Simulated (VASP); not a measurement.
The system is Bi2Te3.

```
Bi Te
1.0
     2.20850    1.27508    9.94667
    -2.20850    1.27508    9.94667
     0.00000   -2.55016    9.94667
Bi Te
2 3
Direct
  0.18800 0.18800 0.18800
  0.59800 0.59800 0.59800
  0.38900 0.38900 0.38900
  0.80000 0.80000 0.80000
  0.00000 0.00000 0.00000
```

Base run:

| Item | Value |
| --- | --- |
| Program | VASP 6.6.1 |
| Functional | PBEsol |
| Potentials or basis | VASP PAW PBE potentials, release 64 (Bi_d, Te) |
| Cutoff | 500 eV |
| k mesh | 8 × 8 × 8 |
| Occupations | fermi-dirac, width 0.05 eV |
| Spin | no spin polarisation |

Its results: band gap on the k mesh zero (bands 24 and 25 overlap by 0.19 eV); pressure -0.8 GPa; largest force 1.177 eV/Å.

Question: The run is repeated on the same cell with these changes: k mesh from 8 × 8 × 8 to 2 × 2 × 2. What comes out?

Answer: Band gap on the k mesh 0.14 eV; pressure 0.8 GPa; largest force 1.244 eV/Å.

Caveats: some runs use coarse meshes; the PAW data sets were made with another functional, which shifts forces and pressure a little; spin-orbit coupling is left out, which moves the levels of the heavy elements.

A k mesh can miss the band edges.
